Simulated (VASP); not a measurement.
CoB26As27 (a cell with a defect): electric field gradients with PBE

System: CoB26As27 (a cell with a defect).

```
Co B As
1.0
     0.00000    7.16550    7.16550
     7.16550    0.00000    7.16550
     7.16550    7.16550    0.00000
Co B As
1 26 27
Direct
  0.00000 0.00000 0.00000
  0.00000 0.00000 0.33333
  0.00000 0.00000 0.66667
  0.00000 0.33333 0.00000
  0.00000 0.33333 0.33333
  0.00000 0.33333 0.66667
  0.00000 0.66667 0.00000
  0.00000 0.66667 0.33333
  0.00000 0.66667 0.66667
  0.33333 0.00000 0.00000
  0.33333 0.00000 0.33333
  0.33333 0.00000 0.66667
  0.33333 0.33333 0.00000
  0.33333 0.33333 0.33333
  0.33333 0.33333 0.66667
  0.33333 0.66667 0.00000
  0.33333 0.66667 0.33333
  0.33333 0.66667 0.66667
  0.66667 0.00000 0.00000
  0.66667 0.00000 0.33333
  0.66667 0.00000 0.66667
  0.66667 0.33333 0.00000
  0.66667 0.33333 0.33333
  0.66667 0.33333 0.66667
  0.66667 0.66667 0.00000
  0.66667 0.66667 0.33333
  0.66667 0.66667 0.66667
  0.08333 0.08333 0.08333
  0.08333 0.08333 0.41667
  0.08333 0.08333 0.75000
  0.08333 0.41667 0.08333
  0.08333 0.41667 0.41667
  0.08333 0.41667 0.75000
  0.08333 0.75000 0.08333
  0.08333 0.75000 0.41667
  0.08333 0.75000 0.75000
  0.41667 0.08333 0.08333
  0.41667 0.08333 0.41667
  0.41667 0.08333 0.75000
  0.41667 0.41667 0.08333
  0.41667 0.41667 0.41667
  0.41667 0.41667 0.75000
  0.41667 0.75000 0.08333
  0.41667 0.75000 0.41667
  0.41667 0.75000 0.75000
  0.75000 0.08333 0.08333
  0.75000 0.08333 0.41667
  0.75000 0.08333 0.75000
  0.75000 0.41667 0.08333
  0.75000 0.41667 0.41667
  0.75000 0.41667 0.75000
  0.75000 0.75000 0.08333
  0.75000 0.75000 0.41667
  0.75000 0.75000 0.75000
```

```yaml
Program: VASP 6.6.1
Task: electric field gradients
Functional: PBE
Potentials_or_basis: VASP PAW PBE potentials, release 64 (Co, B, As)
Cutoff: 520 eV
k_mesh: 2 × 2 × 2
Occupations: fermi-dirac, width 0.01 eV
Spin: collinear spin, ferromagnetic start
Dipole_correction: no
Charge: -1
Further_INCAR_settings: LREAL = Auto; ALGO = Normal; EDIFF = 1e-08; NBANDS = 148; NELECT = 223.0
```

- Largest force: 2.455 eV/Å
- Net moment: 0.25 μB per cell
- Site moments: Co +0.12; B +0.00, -0.00 (each value once); As +0.01, +0.00 (each value once) μB
- Largest electric field gradient by atom: Co +0.0; B -1.8, +0.5, +0.2 (each value once); As -121.8, -10.6, +8.2, -1.0, -0.0 (each value once) V/Å²
- Valence electrons inside the program's atomic spheres: Co 9.11; B 1.84, 1.85 (each value once); As 2.98, 2.93 (each value once)

Forces on the atoms (eV/Å):
```
Co   0.000  0.000  0.000
B    0.087  0.087  0.165
B   -0.087 -0.087  0.165
B    0.087  0.165  0.087
B   -0.034  0.034  0.034
B   -0.165 -0.087  0.087
B   -0.087  0.165 -0.087
B   -0.165  0.087 -0.087
B   -0.046  0.046  0.046
B    0.165  0.087  0.087
B    0.034 -0.034  0.034
B   -0.087 -0.165  0.087
B    0.034  0.034 -0.034
B   -0.034 -0.034 -0.034
B    0.000  0.000  0.016
B   -0.087  0.087 -0.165
B    0.000  0.016  0.000
B   -0.016  0.000  0.000
B    0.165 -0.087 -0.087
B    0.087 -0.165 -0.087
B    0.046 -0.046  0.046
B    0.087 -0.087 -0.165
B    0.016  0.000  0.000
B    0.000 -0.016  0.000
B    0.046  0.046 -0.046
B    0.000  0.000 -0.016
B   -0.046 -0.046 -0.046
As   1.418  1.418  1.418
As   0.000  0.000 -0.140
As  -1.418 -1.418  1.418
As   0.000 -0.140  0.000
As   0.140  0.000  0.000
As  -0.023  0.023 -0.147
As  -1.418  1.418 -1.418
As  -0.023 -0.147  0.023
As   0.147  0.023  0.023
As  -0.140  0.000  0.000
As   0.000  0.140  0.000
As   0.023 -0.023 -0.147
As   0.000  0.000  0.140
As  -0.011 -0.011 -0.011
As   0.011  0.011 -0.011
As   0.023 -0.147 -0.023
As   0.011 -0.011  0.011
As   0.147 -0.023 -0.023
As   1.418 -1.418 -1.418
As  -0.147 -0.023  0.023
As   0.023  0.147  0.023
As  -0.147  0.023 -0.023
As  -0.011  0.011  0.011
As  -0.023  0.147 -0.023
As   0.023  0.023  0.147
As  -0.023 -0.023  0.147
As   0.000  0.000  0.000
```

Levels at points of the mesh, in eV from the Fermi level:
Spin up:
```
           k point  band 109  band 110  band 111  band 112  band 113  band 114
(0.00, 0.00, 0.00)     -1.25     -1.25      0.42      0.42      0.42      0.48
(0.50, 0.00, 0.00)     -1.44     -1.44     -0.80      0.16      0.16      0.91
(0.50, 0.50, 0.00)     -1.74     -1.28     -0.74     -0.07     -0.07      0.67
```
Spin down:
```tsv
k point	band 109	band 110	band 111	band 112	band 113	band 114
(0.00, 0.00, 0.00)	-1.24	-1.24	0.45	0.45	0.45	0.48
(0.50, 0.00, 0.00)	-1.42	-1.42	-0.72	0.22	0.22	0.91
(0.50, 0.50, 0.00)	-1.68	-1.24	-0.66	-0.01	-0.01	0.68
```

Electric field gradients, principal values (V/Å²):
```csv
atom,least,middle,greatest (by size)
1 Co,-0.002,-0.002,0.004
2 B,0.712,1.111,-1.823
3 B,0.712,1.111,-1.823
4 B,0.712,1.111,-1.823
5 B,-0.242,-0.242,0.485
6 B,0.712,1.111,-1.823
7 B,0.712,1.111,-1.823
8 B,0.712,1.111,-1.823
9 B,-0.228,-0.228,0.456
10 B,0.712,1.111,-1.823
11 B,-0.242,-0.242,0.485
12 B,0.712,1.111,-1.823
13 B,-0.242,-0.242,0.485
14 B,-0.242,-0.242,0.485
15 B,-0.025,-0.215,0.240
16 B,0.712,1.111,-1.823
17 B,-0.025,-0.215,0.240
18 B,-0.025,-0.215,0.240
19 B,0.712,1.111,-1.823
20 B,0.712,1.111,-1.823
21 B,-0.228,-0.228,0.456
22 B,0.712,1.111,-1.823
23 B,-0.025,-0.215,0.240
24 B,-0.025,-0.215,0.240
25 B,-0.228,-0.228,0.456
26 B,-0.025,-0.215,0.240
27 B,-0.228,-0.228,0.456
28 As,60.899,60.899,-121.797
29 As,5.142,5.474,-10.615
30 As,60.898,60.898,-121.797
31 As,5.142,5.474,-10.615
32 As,5.142,5.473,-10.615
33 As,-3.245,-4.921,8.166
34 As,60.898,60.898,-121.797
35 As,-3.245,-4.921,8.166
36 As,-3.245,-4.920,8.165
37 As,5.142,5.474,-10.615
38 As,5.142,5.473,-10.615
39 As,-3.245,-4.921,8.166
40 As,5.142,5.473,-10.615
41 As,0.488,0.488,-0.976
42 As,0.488,0.488,-0.976
43 As,-3.245,-4.921,8.166
44 As,0.488,0.488,-0.976
45 As,-3.245,-4.920,8.165
46 As,60.898,60.898,-121.797
47 As,-3.245,-4.921,8.166
48 As,-3.245,-4.920,8.165
49 As,-3.245,-4.921,8.166
50 As,0.488,0.488,-0.976
51 As,-3.245,-4.920,8.165
52 As,-3.245,-4.920,8.165
53 As,-3.245,-4.920,8.165
54 As,0.000,0.000,-0.001
```

Wall time 5.3 min on 1 × NVIDIA H100 80GB with 1 thread of AMD EPYC 7R13 Processor (Zen 3) (shared host), peak memory 2.1 GiB.

Caveat: the k points lie up to 0.38 Å⁻¹ apart; the cell carries a net charge on a neutralising background, which shifts energy and pressure; the cell is charged against a uniform background, so pressure and absolute levels hang on convention; without QUAD_EFG the Cq values of the log hold for a quadrupole moment of 1 mb, not for the nuclei.
